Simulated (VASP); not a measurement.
# Ir (P6_3/mmc) in VASP: notebook

The runs below take Ir through relaxation of cell and atoms, single point, with LDA.

Everything below comes from runs of VASP 6.6.1. Logs are shortened: lines on timing, memory, paths and dates and some standing lists are left out, and cuts for length are marked.

### Step 1. The cell of the first run

Symmetry: P6_3/mmc, No. 194, hexagonal system. Conventional cell: a = 2.751 Å, b = 2.751 Å, c = 4.462 Å, α = 90.00°, β = 90.00°, γ = 120.00°. Ir (site symmetry -6m2) has 12 Ir at 2.74 to 2.75 Å within 3.6 Å.

This isn't the form of Ir at room conditions, which is fcc.

### Step 2. Relaxation of cell and atoms, LDA

INCAR

```
ALGO = Normal
EDIFF = 1E-7
EDIFFG = -0.05
ENCUT = 560
GGA = CA
GGA_COMPAT = F
IBRION = 2
ISIF = 3
ISMEAR = 0
LASPH = T
LCHARG = F
LREAL = F
LWAVE = F
NELM = 120
NELMIN = 4
NSW = 100
PREC = Accurate
SIGMA = 0.1
```

KPOINTS

```
k-points
0
Gamma
  9 9 4
```

POSCAR

```
Ir
1.0
    2.7513778946      0.0000000000      0.0000000000
   -1.3756889473      2.3827631521      0.0000000000
    0.0000000000      0.0000000000      4.4622900000
Ir
2
Direct
    0.6666666700      0.3333333300      0.7500000000
    0.3333333300      0.6666666700      0.2500000000
```

Potentials or basis: VASP PAW LDA potentials, release 64 (Ir_sv_GW).

Launch:

```console
$ cat potpaw_LDA.64/Ir_sv_GW/POTCAR > POTCAR
$ mpirun -np 1 vasp_std > vasp.out
```

OUTCAR:

```text
EDIFF = 1E-7
   EDIFFG = -0.05
   ENCUT = 560
   GGA = CA
   IBRION = 2
   ISIF = 3
   ISMEAR = 0
   LASPH = T
   LREAL = F
   NELM = 120
   NELMIN = 4
   NSW = 100
   PREC = Accurate

 ion  position               nearest neighbor table
   1  0.667  0.333  0.750-   2 2.74   2 2.74   2 2.74   2 2.74   2 2.74   2 2.74
   2  0.333  0.667  0.250-   1 2.74   1 2.74   1 2.74   1 2.74   1 2.74   1 2.74

  LATTYP: Found a hexagonal cell.
 ALAT       =     2.7513778946
 C/A-ratio  =     1.6218382828

  Lattice vectors:

 A1 = (   2.7513778946,   0.0000000000,   0.0000000000)
 A2 = (  -1.3756889473,   2.3827631521,   0.0000000000)
 A3 = (   0.0000000000,   0.0000000000,   4.4622900000)

Analysis of symmetry for initial positions (statically):
=====================================================================
 Subroutine PRICEL returns:
 Original cell was already a primitive cell.

 Routine SETGRP: Setting up the symmetry group for a
 hexagonal supercell.

 Subroutine GETGRP returns: Found 24 space group operations
 (whereof 12 operations were pure point group operations)
 out of a pool of 24 trial point group operations.

The static configuration has the point symmetry D_3d.
 The point group associated with its full space group is D_6h.

Analysis of symmetry for dynamics (positions and initial velocities):
=====================================================================
 Subroutine PRICEL returns:
 Original cell was already a primitive cell.

 Routine SETGRP: Setting up the symmetry group for a
 hexagonal supercell.

 Subroutine GETGRP returns: Found 24 space group operations
 (whereof 12 operations were pure point group operations)
 out of a pool of 24 trial point group operations.

The dynamic configuration has the point symmetry D_3d.
 The point group associated with its full space group is D_6h.

 Subroutine INISYM returns: Found 24 space group operations
 (whereof 12 operations are pure point group operations),
 and found     1 'primitive' translations

----------------------------------------------------------------------------------------

                                     Primitive cell

  volume of cell :      29.2542

  direct lattice vectors                    reciprocal lattice vectors
     2.751377895  0.000000000  0.000000000     0.363454254  0.209840411  0.000000000
    -1.375688947  2.382763152  0.000000000     0.000000000  0.419680823  0.000000000
     0.000000000  0.000000000  4.462290000     0.000000000  0.000000000  0.224100182

  length of vectors
     2.751377895  2.751377895  4.462290000     0.419680823  0.419680823  0.224100182

  position of ions in fractional coordinates (direct lattice)
     0.666666670  0.333333330  0.750000000
     0.333333330  0.666666670  0.250000000

  ion indices of the primitive-cell ions
   primitive index   ion index
                 1           1
                 2           2

----------------------------------------------------------------------------------------

 KPOINTS: k-points

Automatic generation of k-mesh.
 Grid dimensions read from file:
 generate k-points for:    9    9    4

 Generating k-lattice:

  Cartesian coordinates                     Fractional coordinates (reciprocal lattice)
     0.040383806  0.023315601  0.000000000     0.111111111 -0.000000000  0.000000000
     0.000000000  0.046631203  0.000000000     0.000000000  0.111111111  0.000000000
     0.000000000  0.000000000  0.056025045     0.000000000  0.000000000  0.250000000

  Length of vectors
     0.046631203  0.046631203  0.056025045

  Shift w.r.t. Gamma in fractional coordinates (k-lattice)
     0.000000000  0.000000000  0.000000000

 Subroutine IBZKPT returns following result:
 ===========================================

 Found     36 irreducible k-points:

 Following reciprocal coordinates:
            Coordinates               Weight
  0.000000  0.000000  0.000000      1.000000
  0.111111  0.000000  0.000000      6.000000
  0.222222 -0.000000  0.000000      6.000000
  0.333333 -0.000000  0.000000      6.000000
  0.444444 -0.000000  0.000000      6.000000
  0.111111  0.111111  0.000000      6.000000
[... 16 lines left out ...]
  0.333333  0.222222  0.250000     24.000000
  0.333333  0.333333  0.250000      4.000000
 [... further k-points ...]
   k-points           NKPTS =     36   k-points in BZ     NKDIM =     36   number of bands    NBANDS=     21
   number of dos      NEDOS =    301   number of ions     NIONS =      2
   total plane-waves  NPLWV =  20736
   dimension x,y,z NGX =    24 NGY =   24 NGZ =   36
   dimension x,y,z NGXF=    48 NGYF=   48 NGZF=   72
   ions per type =               2
   NGX,Y,Z   is equivalent  to a cutoff of  14.50, 14.50, 13.41 a.u.
   NGXF,Y,Z  is equivalent  to a cutoff of  29.00, 29.00, 26.82 a.u.
 SYSTEM =  unknown system
   PREC   = accura    normal or accurate (medium, high low for compatibility)
   ISTART =      0    job   : 0-new  1-cont  2-samecut
   ICHARG =      2    charge: 1-file 2-atom 10-const
   ISPIN  =      1    spin polarized calculation?
   LNONCOLLINEAR =      F non collinear calculations
   LSORBIT =      F    spin-orbit coupling
   LASPH  =      T    aspherical Exc in radial PAW
   ENCUT  =  560.0 eV  41.16 Ry    6.42 a.u.   5.31  5.31  8.61*2*pi/ulx,y,z
   NELM   =    120;   NELMIN=  4; NELMDL= -5     # of ELM steps
   EDIFF  = 0.1E-06   stopping-criterion for ELM
   LREAL  =      F    real-space projection
   EDIFFG = -.5E-01   stopping-criterion for IOM
   NSW    =    100    number of steps for IOM
   IBRION =      2    ionic relax: 0-MD 1-quasi-New 2-CG
   NFREE  =      1    steps in history (QN), initial steepest desc. (CG)
   ISIF   =      3    stress and relaxation
   ISYM   =      2    0-nonsym 1-usesym 2-fastsym
   POTIM  = 0.5000    time-step for ionic-motion
   TEBEG  =    0.0;   TEEND  =   0.0 temperature during run
   PSTRESS=    0.0 pullay stress
   NELECT =      34.0000    total number of electrons
   NUPDOWN=      -1.0000    fix difference up-down
   EMIN   =  10.00;   EMAX   =-10.00  energy-range for DOS
   EFERMI =   0.00;   METHOD = LEGACY
   ISMEAR =     0;   SIGMA  =   0.10  broadening in eV -4-tet -1-fermi 0-gaus
   EFERMI_NEDOS =   21; number of points for ismear=-14 and -15
   IALGO  =     38    algorithm
   IMIX   =      4    mixing-type and parameters
     AMIX     =   0.40;   BMIX     =  1.00
     AMIX_MAG =   1.60;   BMIX_MAG =  1.00
  volume/ion in A,a.u.               =      14.63        98.71
  Fermi-wavevector in a.u.,A,eV,Ry     =   1.721227  3.252648 40.308928  2.962623
  Thomas-Fermi vector in A             =   2.797519
   LORBIT       =      0    0 simple, 1 ext, 2 COOP (PROOUT), +10 PAW based schemes
   GGA     = CA    functional components
   LHFCALC =     F    Hartree Fock is set to
   AEXX    =    0.0000 exact exchange contribution
   IVDW    =     0    specifies the selected vdW correction
   LEPSILON=     F    determine dielectric tensor
   LRPA    =     F    only Hartree local field effects (RPA)
 conjugate gradient relaxation of ions
 non-spin polarized calculation
 Gauss-broadening in eV      SIGMA  =   0.10
  energy-cutoff  :      560.00
  volume of cell :       29.25
 maximum number of plane-waves:       894
 NGX is ok and might be reduce to    24
   NGX = 11   NGY = 11   NGZ = 17

--------------------------------------- Ionic step        1  -------------------------------------------

 number of electron      34.0000000 magnetization

 Free energy of the ion-electron system (eV)
  ---------------------------------------------------
  ext. energy  EPLUGINS =         0.00000000
  ---------------------------------------------------
  free energy    TOTEN  =       -21.63192899 eV

  energy without entropy =      -21.62543012  energy(sigma->0) =      -21.62867956

------------------------ aborting loop because EDIFF is reached ----------------------------------------

  FORCE on cell =-STRESS in cart. coord.  units (eV):
  Direction    XX          YY          ZZ          XY          YZ          ZX
  --------------------------------------------------------------------------------------
  -------------------------------------------------------------------------------------
  Total       -3.4469204     -3.4469204     -3.4957434     -0.0000000      0.0000000      0.0000000
  in kB     -188.7786741   -188.7786741   -191.4525783     -0.0000000      0.0000000      0.0000000
  external PRESSURE =    -189.6699755 kB  Pullay stress =       0.0000000 kB
[... 129 lines left out ...]
  energy  without entropy=      -21.7191019217  energy(sigma->0) =      -21.72191948

--------------------------------------- Ionic step        5  -------------------------------------------

 number of electron      34.0000000 magnetization

 Free energy of the ion-electron system (eV)
  ---------------------------------------------------
  ext. energy  EPLUGINS =         0.00000000
  ---------------------------------------------------
  free energy    TOTEN  =       -21.72480794 eV

  energy without entropy =      -21.71919593  energy(sigma->0) =      -21.72200193

 E-fermi :  13.0588     XC(G=0): -14.9040

 val. band max:       12.9496129063   @ k =   0.3333   0.1111   0.2500
 cond. band min:      13.1027454962   @ k =   0.3333   0.3333   0.0000
 fundamental gap:      0.1531325899
 Fermi energy:        13.0587621902

 k-point     1 :       0.0000    0.0000    0.0000
  band No.  band energies     occupation
      1     -79.5523      2.00000
      2     -79.4760      2.00000
      3     -37.0659      2.00000
      4     -36.3154      2.00000
      5     -36.3154      2.00000
      6     -36.1954      2.00000
[... 550 lines left out ...]
      5     -36.7894      2.00000
      6     -36.6061      2.00000
[... 13 lines left out ...]
     20      18.4712      0.00000
     21      20.9151      0.00000

 [... further k-points ...]
[... 5 lines left out ...]
  --------------------------------------------------------------------------------------
  -------------------------------------------------------------------------------------
  Total       -0.0240721     -0.0240721      0.0504167      0.0000000      0.0000000     -0.0000000
  in kB       -1.3890976     -1.3890976      2.9093245      0.0000000      0.0000000     -0.0000000
  external PRESSURE =       0.0437098 kB  Pullay stress =       0.0000000 kB
[... 17 lines left out ...]
  FREE ENERGIE OF THE ION-ELECTRON SYSTEM (eV)
  ---------------------------------------------------
  free  energy   TOTEN  =       -21.7248079352 eV

  energy  without entropy=      -21.7191959280  energy(sigma->0) =      -21.72200193

 reached required accuracy - stopping structural energy minimisation
```

Wall time 60 s (1 thread of Intel Xeon Platinum 8375C at 2.90GHz (Ice Lake), shared host); peak memory 0.16 GiB.

What came out:

- Free energy: -21.7248 eV
- Relaxed volume: 13.88 Å³/atom
- Relaxed cell: a = 2.704 Å, b = 2.704 Å, c = 4.385 Å, α = 90.00°, β = 90.00°, γ = 120.00°
- Space group after relaxing (to 0.1 Å): P6_3/mmc (No. 194)
- Pressure after relaxing: 0.0 GPa
- Band gap on the k mesh: zero (bands 17 and 18 overlap by 3.17 eV)

Final structure:
```
Ir
1.0
     2.70409    0.00000    0.00000
    -1.35204    2.34181    0.00000
     0.00000    0.00000    4.38451
Ir
2
Direct
  0.66667 0.33333 0.75000
  0.33333 0.66667 0.25000
```

Levels at points of the mesh, in eV from the Fermi level:
```
           k point  band 13  band 14  band 15  band 16  band 17  band 18  band 19  band 20  band 21
(0.00, 0.00, 0.00)    -3.89    -3.21    -3.21    -2.38    -2.38    -0.72     0.38     0.38     7.37
(0.00, 0.00, 0.50)    -4.02    -4.02    -4.02    -4.02    -0.39    -0.39    -0.39    -0.39    13.28
```

Caveat: spin-orbit coupling is left out, which moves the levels of the heavy elements.

### Step 3. Single point, LDA

INCAR

```
SYSTEM = Ir
ALGO = Normal ; EDIFF = 1E-6
ENCUT = 560 ; GGA = CA
GGA_COMPAT = .False. ; ISIF = 2
ISMEAR = 0 ; LASPH = .True.
LCHARG = .False. ; LREAL = .False.
LWAVE = .False. ; NBANDS = 24
NELM = 120 ; PREC = Accurate
SIGMA = 0.1
```

KPOINTS

```
k-points
0
Gamma
  9 9 4
  0 0 0
```

POSCAR is that of step 2.

Potentials or basis: VASP PAW LDA potentials, release 64 (Ir_sv_GW).

Launch:

```console
$ cat potpaw_LDA.64/Ir_sv_GW/POTCAR > POTCAR
$ mpirun -np 1 vasp_std > vasp.out
```

OUTCAR:

```text
SYSTEM = Ir
   EDIFF = 1E-6
   ENCUT = 560
   GGA = CA
   ISIF = 2
   ISMEAR = 0
   LASPH = .True.
   LREAL = .False.
   NELM = 120
   PREC = Accurate

 ion  position               nearest neighbor table
   1  0.667  0.333  0.750-   2 2.74   2 2.74   2 2.74   2 2.74   2 2.74   2 2.74
   2  0.333  0.667  0.250-   1 2.74   1 2.74   1 2.74   1 2.74   1 2.74   1 2.74

  LATTYP: Found a hexagonal cell.
 ALAT       =     2.7513778946
 C/A-ratio  =     1.6218382828

  Lattice vectors:

 A1 = (   2.7513778946,   0.0000000000,   0.0000000000)
 A2 = (  -1.3756889473,   2.3827631521,   0.0000000000)
[... 191 lines left out ...]
      4     -37.2121      2.00000
      5     -37.2121      2.00000
      6     -37.1158      2.00000
[... 637 lines left out ...]
     23      22.4193      0.00000
     24      23.6351      0.00000

 [... further k-points ...]
[... 5 lines left out ...]
  --------------------------------------------------------------------------------------
  -------------------------------------------------------------------------------------
  Total       -3.4461213     -3.4461213     -3.4949263      0.0000000      0.0000000      0.0000000
  in kB     -188.7349087   -188.7349087   -191.4078254      0.0000000      0.0000000      0.0000000
  external PRESSURE =    -189.6258809 kB  Pullay stress =       0.0000000 kB

 VOLUME and BASIS-vectors are now :
 -----------------------------------------------------------------------------
  energy-cutoff  :      560.00
  volume of cell :       29.25
      direct lattice vectors                 reciprocal lattice vectors
     2.751377895  0.000000000  0.000000000     0.363454254  0.209840411  0.000000000
    -1.375688947  2.382763152  0.000000000     0.000000000  0.419680823  0.000000000
     0.000000000  0.000000000  4.462290000     0.000000000  0.000000000  0.224100182

 POSITION                                       TOTAL-FORCE (eV/Angst)
 -----------------------------------------------------------------------------------
      1.37569      0.79425      3.34672        -0.000000      0.000000      0.000000
     -0.00000      1.58851      1.11557         0.000000     -0.000000      0.000000
 -----------------------------------------------------------------------------------
    total drift:                               -0.000023      0.000013     -0.000001

  FREE ENERGIE OF THE ION-ELECTRON SYSTEM (eV)
  ---------------------------------------------------
  free  energy   TOTEN  =       -21.6319289767 eV

  energy  without entropy=      -21.6254300231  energy(sigma->0) =      -21.62867950
```

Run time: 22 s. Hardware: 1 thread of AMD EPYC 7R13 (Zen 3), shared host; peak memory 0.13 GiB.

What came out:

```
Free energy            : -21.6319 eV
Pressure               : -19.0 GPa
Band gap on the k mesh : zero (bands 17 and 18 overlap by 2.91 eV)
```

Caveat: the cell stands under tension; spin-orbit coupling is left out, which moves the levels of the heavy elements.

### Step 4. Single point, LDA

This run uses another cell than the first one, of 13.90 Å³/atom.

INCAR

```
  ALGO = Normal
  EDIFF = 1E-6
  ENCUT = 560
  GGA = CA
  GGA_COMPAT = F
  ISIF = 2
  ISMEAR = 0
  LASPH = T
  LCHARG = F
  LREAL = F
  LWAVE = F
  NBANDS = 24
  NELM = 120
  PREC = Accurate
  SIGMA = 0.15
```

KPOINTS

```
k-points
0
Gamma
  18 18 10
```

POSCAR

```
Ir
1.0
    2.7052686553      0.0000000000      0.0000000000
   -1.3526343277      2.3428313795      0.0000000000
    0.0000000000      0.0000000000      4.3862420605
Ir
2
Direct
    0.6666666667      0.3333333333      0.7500000000
    0.3333333333      0.6666666667      0.2500000000
```

Launch:

```console
$ cat potpaw_LDA.64/Ir_sv_GW/POTCAR > POTCAR
$ mpirun -np 1 vasp_std > vasp.out
```

Run time: 2.4 min. Hardware: 1 thread of Intel Xeon Platinum 8259CL at 2.50GHz (Skylake/Cascade Lake), shared host; peak memory 0.25 GiB.

Results (log left out):

```yaml
Free_energy: -21.6680 eV
Pressure: -0.3 GPa
Band_gap_on_the_k_mesh: zero (bands 17 and 18 overlap by 3.47 eV)
```

Levels at points of the mesh, in eV from the Fermi level:
```csv
k point,band 15,band 16,band 17,band 18,band 19,band 20
"(0.00, 0.00, 0.00)",-3.31,-2.48,-2.48,-0.82,0.27,0.27
"(0.50, 0.00, 0.00)",-3.09,0.74,1.02,1.18,3.06,4.54
"(0.00, 0.00, 0.50)",-4.11,-4.11,-0.49,-0.49,-0.49,-0.49
"(0.50, 0.00, 0.50)",-1.01,-1.01,1.00,1.00,2.08,2.08
```

Caveat: spin-orbit coupling is left out, which moves the levels of the heavy elements.

### Step 5. Single point, LDA

This run uses another cell than the first one, of 13.90 Å³/atom.

INCAR

```
SYSTEM = Ir
ALGO = Normal
EDIFF = 1E-6
ENCUT = 560
GGA_COMPAT = .False.
ISIF = 2
ISMEAR = 0
LASPH = .True.
LCHARG = .True.
LELF = .True.
LREAL = .False.
LVHAR = .True.
LWAVE = .False.
NBANDS = 24
NELM = 120
PREC = Accurate
SIGMA = 0.1
```

KPOINTS

```
k-points
0
Gamma
  18 18 10
  0 0 0
```

POSCAR is that of step 4.

Launch:

```console
$ cat potpaw_LDA.64/Ir_sv_GW/POTCAR > POTCAR
$ mpirun -np 1 vasp_std > vasp.out
```

Run time: 57 s. Hardware: 1 thread of Intel Xeon 6975P-C (Granite Rapids), shared host; peak memory 0.25 GiB.

The run converged. Its results:

- Free energy: -21.6617 eV
- Pressure: -0.4 GPa
- Band gap on the k mesh: zero (bands 17 and 18 overlap by 3.47 eV)

Levels at points of the mesh, in eV from the Fermi level:
| k point | band 14 | band 15 | band 16 | band 17 | band 18 | band 19 | band 20 | band 21 |
| --- | --- | --- | --- | --- | --- | --- | --- | --- |
| (0.00, 0.00, 0.00) | -3.31 | -3.31 | -2.48 | -2.48 | -0.82 | 0.27 | 0.27 | 7.25 |
| (0.50, 0.00, 0.00) | -3.53 | -3.09 | 0.74 | 1.02 | 1.18 | 3.06 | 4.54 | 8.29 |
| (0.00, 0.00, 0.50) | -4.11 | -4.11 | -4.11 | -0.49 | -0.49 | -0.49 | -0.49 | 13.17 |
| (0.50, 0.00, 0.50) | -2.23 | -1.01 | -1.01 | 1.00 | 1.00 | 2.08 | 2.08 | 7.85 |

Caveat: spin-orbit coupling is left out, which moves the levels of the heavy elements.

### Step 6. Summary

| task | cell | k mesh | smearing | gap on the mesh (eV) | pressure (GPa) |
| --- | --- | --- | --- | --- | --- |
| relaxation of cell and atoms | relaxed from a = 2.751, b = 2.751, c = 4.462 Å, angles 90.0, 90.0, 120.0°, 2 atoms | 9 × 9 × 4 | gaussian 0.1 eV | none | 0.0 |
| single point | a = 2.751, b = 2.751, c = 4.462 Å, angles 90.0, 90.0, 120.0°, 2 atoms | 9 × 9 × 4 | gaussian 0.1 eV | none | -19.0 |
| single point | a = 2.705, b = 2.705, c = 4.386 Å, angles 90.0, 90.0, 120.0°, 2 atoms | 18 × 18 × 10 | gaussian 0.15 eV | none | -0.3 |
| single point | a = 2.705, b = 2.705, c = 4.386 Å, angles 90.0, 90.0, 120.0°, 2 atoms | 18 × 18 × 10 | gaussian 0.1 eV | none | -0.4 |

Alike in all rows: level LDA; potentials or basis VASP PAW LDA potentials, release 64 (Ir_sv_GW); no spin polarisation; cutoff (eV) 560.

Caveats: spin-orbit coupling is left out, which moves the levels of the heavy elements; the cell stands under tension (at least some runs).

Absolute energies hang on the potentials; compare differences alone.

The gap in the log of VASP goes by the Fermi energy; the results here count the filled bands.